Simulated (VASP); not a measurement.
# Mg2C3 (C2/m) in VASP: further runs, part 2 of 2

VASP 6.6.1. The steps go on from the part before.

## 3. Single point, PBEsol

Contents of INCAR:

```
SYSTEM = Mg2C3
ALGO = Normal ; EDIFF = 1E-6
ENCUT = 520 ; GGA = PS
ISIF = 2 ; ISMEAR = 0
LASPH = .TRUE. ; LCHARG = .FALSE.
LREAL = .FALSE. ; LWAVE = .FALSE.
NBANDS = 16 ; NELM = 60
PREC = Accurate ; SIGMA = 0.02
```

Contents of KPOINTS:

```
k-points
0
G
  10 10 6
  0 0 0
```

Contents of POSCAR:

```
Mg2C3
1.0
    2.1899500876     -2.0840419640      0.0572967699
    2.1899500876      2.0840419640      0.0572967699
   -0.9971364245      0.0000000000      4.3742041432
Mg C
2 3
Direct
    0.8090616164      0.8090616164      0.2080868490
    0.1909383836      0.1909383836      0.7919131510
    0.2888704313      0.2888704313      0.2565377205
    0.7111295687      0.7111295687      0.7434622795
    0.5000000000      0.5000000000      0.5000000000
```

Potentials or basis: VASP PAW PBE potentials, release 64 (Mg, C).

Run with:

```console
> cat potpaw_PBE.64/Mg/POTCAR potpaw_PBE.64/C/POTCAR > POTCAR
> mpirun -np 1 vasp_std > vasp.out
```

OUTCAR:

```text
SYSTEM = Mg2C3
   EDIFF = 1E-6
   ENCUT = 520
   GGA = PS
   ISIF = 2
   ISMEAR = 0
   LASPH = .TRUE.
   LREAL = .FALSE.
   NELM = 60
   PREC = Accurate

 ion  position               nearest neighbor table
   1  0.809  0.809  0.208-   4 2.04   5 2.06   3 2.07   3 2.10   3 2.10   3 2.33   5 2.52   5 2.52
                             4 2.52   2 2.74   2 2.78   2 2.78   2 2.82   2 2.97   2 3.46   2 3.46
   2  0.191  0.191  0.792-   3 2.04   5 2.06   4 2.07   4 2.10   4 2.10   4 2.33   5 2.52   5 2.52
                             3 2.52   1 2.74   1 2.78   1 2.78   1 2.82   1 2.97   1 3.46   1 3.46
   3  0.289  0.289  0.257-   5 1.29   2 2.04   1 2.07   1 2.10   1 2.10   1 2.33   2 2.52
   4  0.711  0.711  0.743-   5 1.29   1 2.04   2 2.07   2 2.10   2 2.10   2 2.33   1 2.52
   5  0.500  0.500  0.500-   3 1.29   4 1.29   1 2.06   2 2.06   2 2.52   2 2.52   1 2.52   1 2.52

  LATTYP: Found a base centered monoclinic cell.
 ALAT       =     4.3813990031
 B/A-ratio  =     0.9513134789
 C/A-ratio  =     1.0239691941
 COS(beta)  =    -0.1966802985

  Lattice vectors:

 A1 = (   2.1899500876,  -2.0840419640,   0.0572967699)
 A2 = (   2.1899500876,   2.0840419640,   0.0572967699)
 A3 = (  -0.9971364245,   0.0000000000,   4.3742041432)
[... 180 lines left out ...]

 E-fermi :   7.0930     XC(G=0): -11.9432

 val. band max:        6.9593443459   @ k =   0.1000   0.1000   0.3333
 cond. band min:       8.6446518304   @ k =   0.5000   0.5000   0.0000
 fundamental gap:      1.6853074846
 Fermi energy:         7.0929666459

 k-point     1 :       0.0000    0.0000    0.0000
  band No.  band energies     occupation
      1     -10.5991      2.00000
      2      -5.8424      2.00000
      3      -1.3531      2.00000
      4       2.5709      2.00000
      5       3.5016      2.00000
      6       4.1796      2.00000
[... 433 lines left out ...]
      3      -0.5611      2.00000
      4       0.5236      2.00000
      5       1.2963      2.00000
      6       2.0638      2.00000
[... 8 lines left out ...]
     15      20.5428      0.00000
     16      21.0203      0.00000

 [... further k-points ...]
[... 5 lines left out ...]
  --------------------------------------------------------------------------------------
  -------------------------------------------------------------------------------------
  Total       15.2350101     15.2041228     15.3084611      0.0000000      0.0000000      0.0723368
  in kB      607.7165856    606.4845051    610.6465073      0.0000000      0.0000000      2.8854790
  external PRESSURE =     608.2825327 kB  Pullay stress =       0.0000000 kB

 VOLUME and BASIS-vectors are now :
 -----------------------------------------------------------------------------
  energy-cutoff  :      520.00
  volume of cell :       40.17
      direct lattice vectors                 reciprocal lattice vectors
     2.189950088 -2.084041964  0.057296770     0.226962061 -0.239918394  0.051737900
     2.189950088  2.084041964  0.057296770     0.226962061  0.239918394  0.051737900
    -0.997136424  0.000000000  4.374204143    -0.005945856  0.000000000  0.227257608

 POSITION                                       TOTAL-FORCE (eV/Angst)
 -----------------------------------------------------------------------------------
      3.33612      0.00000      1.00293        -0.002795      0.000000      0.002936
      0.04665      0.00000      3.48587         0.002795      0.000000     -0.002936
      1.00942      0.00000      1.15525        -0.017797      0.000000     -0.023868
      2.37334      0.00000      3.33355         0.017797      0.000000      0.023868
      1.69138      0.00000      2.24440        -0.000000      0.000000     -0.000000
 -----------------------------------------------------------------------------------
    total drift:                                0.000000     -0.000000     -0.000000

  FREE ENERGIE OF THE ION-ELECTRON SYSTEM (eV)
  ---------------------------------------------------
  free  energy   TOTEN  =       -29.3195427396 eV

  energy  without entropy=      -29.3195427396  energy(sigma->0) =      -29.31954274
```

It took 83 s on 1 thread of Intel Xeon 8259CL, shared host; peak memory 0.23 GiB.

What came out:

* Free energy: -29.3195 eV
* Pressure: 60.8 GPa
* Largest force: 0.030 eV/Å
* Band gap on the k mesh: 1.69 eV (least direct gap 2.91 eV)

Forces in eV/Å, atoms in the order of the input:
```
Mg  -0.003  0.000  0.003
Mg   0.003  0.000 -0.003
C   -0.018  0.000 -0.024
C    0.018  0.000  0.024
C    0.000  0.000  0.000
```

Stress tensor (GPa, compression positive):
```
60.77  0.00  0.29
 0.00 60.65  0.00
 0.29  0.00 61.06
```

Caveat: the cell stands under pressure; the PAW data sets were made with another functional, which shifts forces and pressure a little. A k mesh can miss the band edges.

## 4. Single point, PBEsol

This run uses another cell than the first one, of 8.97 Å³/atom.

Contents of INCAR:

```
PREC = Accurate
ENCUT = 520
EDIFF = 1E-6
ISMEAR = 0
SIGMA = 0.02
LREAL = False
LASPH = True
NELM = 80
ALGO = Normal
ISIF = 2
LWAVE = False
LCHARG = False
GGA = PS
NBANDS = 16
```

Contents of KPOINTS:

```
regular mesh
0
Gamma
  10 10 6
```

Contents of POSCAR:

```
Mg2C3
1.0
    2.2663510981     -2.1712922823      0.0404613710
    2.2663510981      2.1712922823      0.0404613710
   -1.0698708650      0.0000000000      4.5393284977
Mg C
2 3
Direct
    0.8084443606      0.8084443606      0.2054743098
    0.1915556394      0.1915556394      0.7945256902
    0.2923208903      0.2923208903      0.2592905267
    0.7076791097      0.7076791097      0.7407094733
    0.5000000000      0.5000000000      0.5000000000
```

Run with:

```console
> cat potpaw_PBE.64/Mg/POTCAR potpaw_PBE.64/C/POTCAR > POTCAR
> mpirun -np 1 vasp_std > vasp.out
```

Wall time 85 s (1 thread of Intel Xeon 8259CL, shared host); peak memory 0.24 GiB.

The run converged. Its results:

| Quantity | Value |
| --- | --- |
| Free energy | -30.6185 eV |
| Pressure | 30.3 GPa |
| Largest force | 0.052 eV/Å |
| Band gap on the k mesh | 1.74 eV (least direct gap 2.90 eV) |

Forces on the atoms (eV/Å):
```
Mg  -0.001  0.000  0.000
Mg   0.001  0.000  0.000
C   -0.029  0.000 -0.043
C    0.029  0.000  0.043
C    0.000  0.000  0.000
```

Stress tensor (GPa, compression positive):
```
30.23  0.00  0.34
 0.00 30.12  0.00
 0.34  0.00 30.51
```

Levels at points of the mesh, in eV from the valence-band top:
```tsv
k point	band 5	band 6	band 7	band 8	band 9	band 10	band 11	band 12
(0.00, 0.00, 0.00)	-3.39	-2.82	-1.71	-0.88	3.94	4.00	5.21	8.22
(0.50, 0.00, 0.00)	-5.11	-3.49	-3.14	-0.28	2.77	5.25	7.70	8.22
(0.50, 0.50, 0.00)	-5.79	-3.87	-2.51	-1.33	1.74	2.69	3.65	5.98
(0.00, 0.00, 0.50)	-3.83	-3.58	-1.04	-0.11	3.16	3.26	6.01	6.12
(0.50, 0.00, 0.50)	-4.25	-3.08	-1.22	-0.38	2.52	3.81	6.93	8.07
(0.50, 0.50, 0.50)	-5.43	-4.08	-3.37	-2.37	2.31	4.70	6.06	8.29
```

Caveat: the cell stands under pressure; the PAW data sets were made with another functional, which shifts forces and pressure a little. A k mesh can miss the band edges.

## 5. Single point, PBEsol

This run uses another cell than the first one, of 8.97 Å³/atom.

Contents of INCAR:

```
SYSTEM = Mg2C3
ALGO = Normal ; EDIFF = 1E-7
ENCUT = 520 ; GGA = PS
ISIF = 2 ; ISMEAR = 0
LASPH = .TRUE. ; LCHARG = .FALSE.
LREAL = .FALSE. ; LWAVE = .FALSE.
NBANDS = 16 ; NELM = 80
PREC = Accurate ; SIGMA = 0.02
```

Contents of KPOINTS:

```
k-points
0
G
  10 10 6
  0 0 0
```

POSCAR is that of step 4.

Run with:

```console
> cat potpaw_PBE.64/Mg/POTCAR potpaw_PBE.64/C/POTCAR > POTCAR
> mpirun -np 1 vasp_std > vasp.out
```

It took 88 s on 1 thread of Intel Xeon 8259CL, shared host; peak memory 0.24 GiB.

Results (log left out):

| Item | Value |
| --- | --- |
| Free energy | -30.6185 eV |
| Pressure | 30.3 GPa |
| Largest force | 0.052 eV/Å |
| Band gap on the k mesh | 1.74 eV (least direct gap 2.90 eV) |

Forces in eV/Å, atoms in the order of the input:
```
Mg  -0.001  0.000  0.000
Mg   0.001  0.000  0.000
C   -0.029  0.000 -0.043
C    0.029  0.000  0.043
C    0.000  0.000  0.000
```

Stress tensor (GPa, compression positive):
```
30.22  0.00  0.34
 0.00 30.12  0.00
 0.34  0.00 30.51
```

Levels at points of the mesh, in eV from the valence-band top:
```csv
k point,band 5,band 6,band 7,band 8,band 9,band 10,band 11,band 12
"(0.00, 0.00, 0.00)",-3.39,-2.82,-1.71,-0.88,3.94,4.00,5.21,8.22
"(0.50, 0.00, 0.00)",-5.11,-3.49,-3.14,-0.28,2.77,5.25,7.70,8.22
"(0.50, 0.50, 0.00)",-5.79,-3.87,-2.51,-1.33,1.74,2.69,3.65,5.98
"(0.00, 0.00, 0.50)",-3.83,-3.58,-1.04,-0.11,3.16,3.26,6.01,6.12
"(0.50, 0.00, 0.50)",-4.25,-3.08,-1.22,-0.38,2.52,3.81,6.93,8.07
"(0.50, 0.50, 0.50)",-5.43,-4.08,-3.37,-2.37,2.31,4.70,6.06,8.29
```

Caveat: the cell stands under pressure; the PAW data sets were made with another functional, which shifts forces and pressure a little.
